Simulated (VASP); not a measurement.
Write the native input for VASP 6.6.1 that does the following.

| Item | Value |
| --- | --- |
| Task | single point |
| Functional | LDA |
| Potentials or basis | VASP PAW LDA potentials, release 64 (Sr_sv) |
| Cutoff | 520 eV |
| k mesh | 12 × 12 × 12 |
| Occupations | fermi-dirac, width 0.05 eV |
| Spin | no spin polarisation |
| Dipole correction | no |
| Further INCAR settings | ALGO = Normal; EDIFF = 1e-07; NBANDS = 11 |

The structure of Sr lies in POSCAR:

```
Sr
1.0
   -2.4250000000      2.4250000000      2.4250000000
    2.4250000000     -2.4250000000      2.4250000000
    2.4250000000      2.4250000000     -2.4250000000
Sr
1
Direct
    0.0000000000      0.0000000000      0.0000000000
```

This isn't the form of Sr at room conditions, which is fcc.

These files were run (other wordings do the same):

INCAR

```
PREC = Accurate
ENCUT = 520
EDIFF = 1E-7
ISMEAR = -1
SIGMA = 0.05
LREAL = False
LASPH = True
NELM = 100
ALGO = Normal
ISIF = 2
LWAVE = False
LCHARG = True
LELF = True
LVHAR = True
NBANDS = 11
```

KPOINTS

```
regular mesh
0
Gamma
  12 12 12
```

Potentials or basis: VASP PAW LDA potentials, release 64 (Sr_sv).

Command:

```console
$ cat potpaw_LDA.64/Sr_sv/POTCAR > POTCAR
$ mpirun -np 1 vasp_std > vasp.out
```

It gave:

```
Pressure               : -1.8 GPa
Band gap on the k mesh : zero (bands 5 and 6 overlap by 0.44 eV)
```

It took 28 s on 1 thread of Intel(R) Xeon(R) Platinum 8488C (Sapphire Rapids), on a shared host, peak memory 0.17 GiB.
